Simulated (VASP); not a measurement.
# CsI (Pm-3m) in VASP: a series of runs

Runs on CsI. Level: PBE. Tasks: single point, relaxation of cell and atoms.

Program: VASP 6.6.1. These are calculated values, not measurements. Logs are shortened: lines on timing, memory, paths and dates and some standing lists are left out, and cuts for length are marked.

## 1. The cell of the first run

Symmetry: Pm-3m, No. 221, cubic system. The conventional cell has a = 4.665 Å, b = 4.665 Å, c = 4.665 Å, α = 90.00°, β = 90.00°, γ = 90.00°. Within 5.3 Å of Cs (site symmetry m-3m) lie 8 I at 4.04 Å and 6 Cs at 4.67 Å. I (site symmetry m-3m) has 8 Cs at 4.04 Å and 6 I at 4.67 Å within 5.3 Å.

## 2. Single point, PBE

Input file INCAR:

```
PREC = Accurate
ENCUT = 500
EDIFF = 1E-6
ISMEAR = -1
SIGMA = 0.05
LREAL = False
LASPH = True
NELM = 120
ALGO = Normal
ISIF = 2
LWAVE = False
LCHARG = False
GGA = PE
NBANDS = 15
GGA_COMPAT = False
```

Input file KPOINTS:

```
regular mesh
0
Gamma
  10 10 10
```

Input file POSCAR:

```
CsI
1.0
    4.6654459165      0.0000000000      0.0000000000
    0.0000000000      4.6654459165      0.0000000000
    0.0000000000      0.0000000000      4.6654459165
Cs I
1 1
Direct
    0.0000000000      0.0000000000      0.0000000000
    0.5000000000      0.5000000000      0.5000000000
```

Potentials or basis: VASP PAW PBE potentials, release 64 (Cs_sv, I).

Run with:

```console
$ cat potpaw_PBE.64/Cs_sv/POTCAR potpaw_PBE.64/I/POTCAR > POTCAR
$ mpirun -np 1 vasp_std > vasp.out
```

OUTCAR:

```text
PREC = Accurate
   ENCUT = 500
   EDIFF = 1E-6
   ISMEAR = -1
   LREAL = False
   LASPH = True
   NELM = 120
   ISIF = 2
   GGA = PE

 ion  position               nearest neighbor table
   1  0.000  0.000  0.000-
   2  0.500  0.500  0.500-

  LATTYP: Found a simple cubic cell.
 ALAT       =     4.6654459165

  Lattice vectors:

 A1 = (   4.6654459165,   0.0000000000,   0.0000000000)
 A2 = (   0.0000000000,   4.6654459165,   0.0000000000)
 A3 = (   0.0000000000,   0.0000000000,   4.6654459165)

Analysis of symmetry for initial positions (statically):
=====================================================================
 Subroutine PRICEL returns:
 Original cell was already a primitive cell.

 Routine SETGRP: Setting up the symmetry group for a
 simple cubic supercell.

 Subroutine GETGRP returns: Found 48 space group operations
 (whereof 48 operations were pure point group operations)
 out of a pool of 48 trial point group operations.

The static configuration has the point symmetry O_h .

Analysis of symmetry for dynamics (positions and initial velocities):
=====================================================================
 Subroutine PRICEL returns:
 Original cell was already a primitive cell.

 Routine SETGRP: Setting up the symmetry group for a
 simple cubic supercell.

 Subroutine GETGRP returns: Found 48 space group operations
 (whereof 48 operations were pure point group operations)
 out of a pool of 48 trial point group operations.

The dynamic configuration has the point symmetry O_h .

 Subroutine INISYM returns: Found 48 space group operations
 (whereof 48 operations are pure point group operations),
 and found     1 'primitive' translations

----------------------------------------------------------------------------------------

                                     Primitive cell

  volume of cell :     101.5499

  direct lattice vectors                    reciprocal lattice vectors
     4.665445917  0.000000000  0.000000000     0.214341784  0.000000000  0.000000000
     0.000000000  4.665445917  0.000000000     0.000000000  0.214341784  0.000000000
     0.000000000  0.000000000  4.665445917     0.000000000  0.000000000  0.214341784
[... 83 lines left out ...]
   NELM   =    120;   NELMIN=  2; NELMDL= -5     # of ELM steps
   EDIFF  = 0.1E-05   stopping-criterion for ELM
   LREAL  =      F    real-space projection
   EDIFFG = 0.1E-04   stopping-criterion for IOM
   NSW    =      0    number of steps for IOM
   IBRION =     -1    ionic relax: 0-MD 1-quasi-New 2-CG
   NFREE  =      0    steps in history (QN), initial steepest desc. (CG)
   ISIF   =      2    stress and relaxation
   ISYM   =      2    0-nonsym 1-usesym 2-fastsym
   POTIM  = 0.5000    time-step for ionic-motion
   TEBEG  =    0.0;   TEEND  =   0.0 temperature during run
   PSTRESS=    0.0 pullay stress
   NELECT =      16.0000    total number of electrons
   NUPDOWN=      -1.0000    fix difference up-down
   EMIN   =  10.00;   EMAX   =-10.00  energy-range for DOS
   EFERMI =   0.00;   METHOD = LEGACY
   ISMEAR =    -1;   SIGMA  =   0.05  broadening in eV -4-tet -1-fermi 0-gaus
   EFERMI_NEDOS =   21; number of points for ismear=-14 and -15
   IALGO  =     38    algorithm
   IMIX   =      4    mixing-type and parameters
     AMIX     =   0.40;   BMIX     =  1.00
     AMIX_MAG =   1.60;   BMIX_MAG =  1.00
  volume/ion in A,a.u.               =      50.77       342.65
  Fermi-wavevector in a.u.,A,eV,Ry     =   0.884209  1.670913 10.637386  0.781826
  Thomas-Fermi vector in A             =   2.005079
   LORBIT       =      0    0 simple, 1 ext, 2 COOP (PROOUT), +10 PAW based schemes
   GGA     = PE    functional components
   LHFCALC =     F    Hartree Fock is set to
   AEXX    =    0.0000 exact exchange contribution
   IVDW    =     0    specifies the selected vdW correction
   LEPSILON=     F    determine dielectric tensor
   LRPA    =     F    only Hartree local field effects (RPA)
 non-spin polarized calculation
  energy-cutoff  :      500.00
  volume of cell :      101.55
 maximum number of plane-waves:      2600
 NGX is ok and might be reduce to    36
   NGX = 17   NGY = 17   NGZ = 17

 number of electron      15.9999999 magnetization

 Free energy of the ion-electron system (eV)
  ---------------------------------------------------
  ext. energy  EPLUGINS =         0.00000000
  ---------------------------------------------------
  free energy    TOTEN  =        -5.44288461 eV

  energy without entropy =       -5.44288461  energy(sigma->0) =       -5.44288461

 E-fermi :   1.5091     XC(G=0):  -7.4973

 val. band max:        0.4469894815   @ k =   0.5000   0.5000   0.0000
 cond. band min:       4.1242512213   @ k =   0.0000   0.0000   0.0000
 fundamental gap:      3.6772617397
 Fermi energy:         1.5090930734

 k-point     1 :       0.0000    0.0000    0.0000
  band No.  band energies     occupation
      1     -20.0307      2.00000
      2     -10.1161      2.00000
      3      -6.7390      2.00000
      4      -6.7390      2.00000
      5      -6.7390      2.00000
      6       0.3507      2.00000
      7       0.3507      2.00000
      8       0.3507      2.00000
      9       4.1243      0.00000
     10       4.7153      0.00000
     11       4.7153      0.00000
     12       8.0670      0.00000
     13       8.0670      0.00000
     14       8.0670      0.00000
[... 401 lines left out ...]
      2     -10.0991      2.00000
      3      -6.8532      2.00000
      4      -6.7342      2.00000
      5      -6.7177      2.00000
      6      -0.5349      2.00000
      7       0.1709      2.00000
      8       0.2159      2.00000
      9       5.4356      0.00000
     10       5.6543      0.00000
     11       6.2488      0.00000
     12       7.5603      0.00000
     13       7.6071      0.00000
     14       8.2118      0.00000
     15       8.9269      0.00000

 [... further k-points ...]
[... 5 lines left out ...]
  --------------------------------------------------------------------------------------
  -------------------------------------------------------------------------------------
  Total        0.0196325      0.0196325      0.0196325      0.0000000      0.0000000     -0.0000000
  in kB        0.3097466      0.3097466      0.3097466      0.0000000      0.0000000     -0.0000000
  external PRESSURE =       0.3097466 kB  Pullay stress =       0.0000000 kB

 VOLUME and BASIS-vectors are now :
 -----------------------------------------------------------------------------
  energy-cutoff  :      500.00
  volume of cell :      101.55
      direct lattice vectors                 reciprocal lattice vectors
     4.665445917  0.000000000  0.000000000     0.214341784  0.000000000  0.000000000
     0.000000000  4.665445917  0.000000000     0.000000000  0.214341784  0.000000000
     0.000000000  0.000000000  4.665445917     0.000000000  0.000000000  0.214341784

 POSITION                                       TOTAL-FORCE (eV/Angst)
 -----------------------------------------------------------------------------------
      0.00000      0.00000      0.00000         0.000000      0.000000      0.000000
      2.33272      2.33272      2.33272         0.000000      0.000000      0.000000
 -----------------------------------------------------------------------------------
    total drift:                                0.000000      0.000000      0.000000

  FREE ENERGIE OF THE ION-ELECTRON SYSTEM (eV)
  ---------------------------------------------------
  free  energy   TOTEN  =        -5.4428846079 eV

  energy  without entropy=       -5.4428846078  energy(sigma->0) =       -5.44288461
```

OSZICAR:

```text
N       E                     dE             d eps       ncg     rms          rms(c)
DAV:   1     0.841697416146E+02    0.84170E+02   -0.57928E+03  1680   0.838E+02
DAV:   2     0.177668986142E+01   -0.82393E+02   -0.75849E+02  2423   0.139E+02
DAV:   3    -0.549606645252E+01   -0.72728E+01   -0.72476E+01  2191   0.453E+01
DAV:   4    -0.559565640657E+01   -0.99590E-01   -0.99580E-01  2222   0.654E+00
DAV:   5    -0.559672524017E+01   -0.10688E-02   -0.10688E-02  2236   0.649E-01    0.156E+00
DAV:   6    -0.546620479053E+01    0.13052E+00   -0.10428E-01  2093   0.154E+00    0.109E+00
DAV:   7    -0.543878969684E+01    0.27415E-01   -0.10592E-01  2128   0.152E+00    0.619E-01
DAV:   8    -0.544308772809E+01   -0.42980E-02   -0.13535E-02  1778   0.623E-01    0.124E-01
DAV:   9    -0.544278314406E+01    0.30458E-03   -0.72054E-04  2324   0.133E-01    0.517E-02
DAV:  10    -0.544288705830E+01   -0.10391E-03   -0.25079E-04  1708   0.890E-02    0.342E-02
DAV:  11    -0.544288321637E+01    0.38419E-05   -0.90855E-06  2177   0.154E-02    0.121E-02
DAV:  12    -0.544288463313E+01   -0.14168E-05   -0.41264E-06  1869   0.132E-02    0.190E-03
DAV:  13    -0.544288460785E+01    0.25276E-07   -0.16207E-07  1323   0.227E-03
   1 F= -.54428846E+01 E0= -.54428846E+01  d E =-.656250E-10
```

stdout:

```text
POSCAR found type information on POSCAR CsI
 POSCAR found :  2 types and       2 ions
 scaLAPACK will be used
 LDA part: xc-table for (Slater+PW92), standard interpolation
 POSCAR, INCAR and KPOINTS ok, starting setup
 FFT: planning ... GRIDC
 FFT: planning ... GRID_SOFT
 FFT: planning ... GRID
 WAVECAR not read
 entering main loop
```

Run time: 36 s. Hardware: 1 thread of Intel Xeon 6975P-C (Granite Rapids), shared host; peak memory 0.25 GiB.

Results:

| Quantity | Value |
| --- | --- |
| Free energy | -5.4429 eV |
| Pressure | 0.0 GPa |
| Band gap on the k mesh | 3.68 eV (least direct gap 3.77 eV) |

Levels at points of the mesh, in eV from the valence-band top:
| k point | band 4 | band 5 | band 6 | band 7 | band 8 | band 9 | band 10 | band 11 | band 12 | band 13 |
| --- | --- | --- | --- | --- | --- | --- | --- | --- | --- | --- |
| (0.00, 0.00, 0.00) | -7.19 | -7.19 | -0.10 | -0.10 | -0.10 | 3.68 | 4.27 | 4.27 | 7.62 | 7.62 |
| (0.50, 0.00, 0.00) | -7.14 | -7.14 | -1.41 | -0.21 | -0.21 | 5.21 | 6.22 | 6.44 | 6.85 | 7.69 |
| (0.50, 0.50, 0.00) | -7.48 | -7.11 | -0.81 | -0.81 | 0.00 | 4.25 | 4.89 | 6.08 | 6.08 | 9.21 |
| (0.50, 0.50, 0.50) | -7.40 | -7.40 | -1.16 | -1.16 | -1.16 | 6.98 | 6.98 | 6.98 | 7.57 | 7.57 |

Caveat: spin-orbit coupling is left out, which moves the levels of the heavy elements.

## 3. Relaxation of cell and atoms, PBE

This run uses another cell than the first one, of 47.62 Å³/atom.

Input file INCAR:

```
PREC = Accurate
ENCUT = 500
EDIFF = 1E-7
ISMEAR = -1
SIGMA = 0.05
LREAL = F
LASPH = T
NELM = 120
ALGO = Normal
ISIF = 3
LWAVE = F
LCHARG = F
GGA = PE
IBRION = 2
NSW = 80
EDIFFG = -0.01
GGA_COMPAT = F
NELMIN = 4
```

KPOINTS is that of step 2.

Input file POSCAR:

```
CsI
1.0
    4.5667000000      0.0000000000      0.0000000000
    0.0000000000      4.5667000000      0.0000000000
    0.0000000000      0.0000000000      4.5667000000
Cs I
1 1
Direct
    0.0000000000      0.0000000000      0.0000000000
    0.5000000000      0.5000000000      0.5000000000
```

Potentials or basis: VASP PAW PBE potentials, release 64 (Cs_sv, I).

Run with:

```console
$ cat potpaw_PBE.64/Cs_sv/POTCAR potpaw_PBE.64/I/POTCAR > POTCAR
$ mpirun -np 1 vasp_std > vasp.out
```

Run time: 98 s. Hardware: 1 thread of Intel Xeon 6975P-C (Granite Rapids), shared host; peak memory 0.25 GiB.

Results (log left out):

```
Free energy                           : -5.4425 eV
Relaxed volume                        : 50.94 Å³/atom
Relaxed cell                          : a = 4.671 Å, b = 4.671 Å, c = 4.671 Å, α = 90.00°, β = 90.00°, γ = 90.00°
Space group after relaxing (to 0.1 Å) : Pm-3m (No. 221)
Energy gained by relaxing             : 7.6 meV/atom
Ionic steps                           : 4
Pressure after relaxing               : 0.0 GPa
Band gap on the k mesh                : 3.67 eV (least direct gap 3.76 eV)
```

Step by step:
```tsv
step	energy change (eV)	largest force (eV/Å)	pressure (GPa)	volume (Å³)
1	0.0000	0.0000	0.79	95.24
2	-0.0116	0.0000	0.36	98.50
3	-0.0151	0.0000	-0.05	102.33
4	-0.0152	0.0000	0.00	101.89
```

Final structure:
```
CELL_PARAMETERS angstrom
4.67060 0.00000 0.00000
0.00000 4.67060 0.00000
0.00000 0.00000 4.67060
ATOMIC_POSITIONS crystal
Cs 0.00000 0.00000 0.00000
I 0.50000 0.50000 0.50000
```

Levels at points of the mesh, in eV from the valence-band top:
```csv
k point,band 5,band 6,band 7,band 8,band 9,band 10,band 11,band 12
"(0.00, 0.00, 0.00)",-7.19,-0.10,-0.10,-0.10,3.67,4.27,4.27,7.61
"(0.50, 0.00, 0.00)",-7.14,-1.40,-0.21,-0.21,5.21,6.21,6.43,6.85
"(0.50, 0.50, 0.00)",-7.11,-0.81,-0.81,0.00,4.25,4.89,6.08,6.08
"(0.50, 0.50, 0.50)",-7.40,-1.15,-1.15,-1.15,6.97,6.97,6.97,7.55
```

Caveat: spin-orbit coupling is left out, which moves the levels of the heavy elements. A k mesh can miss the band edges.
